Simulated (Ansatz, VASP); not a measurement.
Given: the input of a run of VASP 6.6.1 on Pd.

File POSCAR:

```
Pd
1.0
   -1.5722810000      1.5722810000      1.5722810000
    1.5722810000     -1.5722810000      1.5722810000
    1.5722810000      1.5722810000     -1.5722810000
Pd
1
Direct
    0.0000000000      0.0000000000      0.0000000000
```

Contents of INCAR.step1:

```
SYSTEM = Pd
PREC = Accurate
ENCUT = 520
EDIFF = 1E-5
ISMEAR = -1
SIGMA = 0.05
LREAL = .False.
LASPH = .True.
NELM = 60
ALGO = Normal
ISIF = 2
LWAVE = .True.
LCHARG = .False.
NBANDS = 11
GGA = PE
```

INCAR.step2

```
SYSTEM = Pd
PREC = Accurate
ENCUT = 520
EDIFF = 1E-6
ISMEAR = -1
SIGMA = 0.05
LREAL = .False.
LASPH = .True.
NELM = 60
ALGO = Normal
ISIF = 2
LWAVE = .False.
LCHARG = .False.
GGA = PS
LHFCALC = .True.
AEXX = 0.25
PRECFOCK = Normal
NBANDS = 11
ISTART = 1
```

Contents of KPOINTS:

```
Automatic mesh
0
Gamma
  6 6 6
  0 0 0
```

Potentials or basis: VASP PAW PBE potentials, release 64 (Pd).

Command:

```bash
$ cat potpaw_PBE.64/Pd/POTCAR > POTCAR
$ cp INCAR.step1 INCAR
$ mpirun -np 1 vasp_std > vasp.out
$ cp INCAR.step2 INCAR
$ mpirun -np 1 vasp_std > vasp.out
```

Problem. Translate it to Ansatz 0.2.0. Potentials there: Ansatz PAW.

Solution. As run (the cutoff follows the program's own potentials):

File input:

```
crystal:
  lattice:
    - [-1.572281, 1.572281, 1.572281]
    - [1.572281, -1.572281, 1.572281]
    - [1.572281, 1.572281, -1.572281]
  atoms:
    - { symbol: Pd, position: [0.0, 0.0, 0.0] }
hamiltonian:
  xc: { exchange: pbesol, correlation: pbesol, exx: { coeff: 0.25 } }
  pseudopotentials: { kind: paw }
kpoints:
  mp_grid: { grid: [6, 6, 6] }
scf:
  occupations: { method: fermi_dirac, width: 0.05 }
output:
  forces: true
  stress: true
  eigenvalues: true
```

Both were run:

|  | VASP | Ansatz | Ansatz less VASP |
| --- | --- | --- | --- |
| gap on the k mesh at the Fermi level (eV) | none | none | - |
| pressure (GPa) | -13.1 | -13.3 | -0.16 |

VASP's potentials were made for PBE, not for PBEsol-based global hybrid. A gap of «none» marks a metal or a gap that the smearing closes. VASP's potentials hold 10 valence electrons a cell and Ansatz's 18, so a difference there can come from the potentials and not from the codes.

The k mesh is coarse, so the values compare programs but aren't converged.
